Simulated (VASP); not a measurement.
TeS2 (CdI2 type):

```
Te S
1.0
     3.48143    0.00000    0.00000
    -1.74071    3.01501    0.00000
     0.00000    0.00000    5.57029
Te S
1 2
Direct
  0.00000 0.00000 0.00000
  0.33333 0.66667 0.25000
  0.66667 0.33333 0.75000
```

* Program: VASP 6.6.1
* Task: relaxation of cell and atoms
* Functional: PBE
* Potentials or basis: VASP PAW PBE potentials, release 64 (Te, S)
* Cutoff: 600 eV
* k mesh: 11 × 11 × 6
* Occupations: fermi-dirac, width 0.08 eV
* Spin: no spin polarisation

At the start: pressure 34.1 GPa; volume 19.49 Å³/atom.

Problem. Where does the relaxation end?

Solution. Over 18 steps the energy falls by 558.9 meV/atom and the volume is 28.10 Å³/atom (+44.2 %); space group P-3m1 (No. 164, to 0.05 Å).

Step by step:
```csv
step,energy change (eV),largest force (eV/Å),pressure (GPa),volume (Å³)
1,0.0000,3.3988,34.07,58.47
2,-0.2336,1.9621,-10.66,100.99
3,-1.6336,0.4250,-0.85,75.85
4,-1.6380,0.3282,-0.10,75.07
5,-1.6386,0.2783,0.29,74.69
6,-1.6478,0.2009,0.23,75.17
7,-1.6535,0.0655,0.13,76.02
8,-1.6535,0.0747,0.13,75.96
9,-1.6558,0.0769,0.06,76.34
10,-1.6616,0.0831,-0.15,77.47
11,-1.6689,0.0910,-0.45,79.75
12,-1.6736,0.0850,-0.72,84.31
13,-1.6756,0.0317,-0.35,84.24
14,-1.6764,0.0224,0.01,84.17
15,-1.6764,0.0260,0.04,84.17
16,-1.6765,0.0203,0.03,84.20
17,-1.6766,0.0025,0.02,84.28
18,-1.6766,0.0010,0.02,84.30
```

Final structure:
```
Te S
1.0
     3.82964    0.00000    0.00000
    -1.91482    3.31657    0.00000
     0.00000    0.00000    6.63705
Te S
1 2
Direct
  0.00000 0.00000 0.00000
  0.33333 0.66667 0.23242
  0.66667 0.33333 0.76758
```

Caveat: the volume moved by over 15 % at a fixed basis, so the end points are rough; this functional lacks dispersion, which binds the layers, so the pressure and a relaxed spacing across them are unreliable.
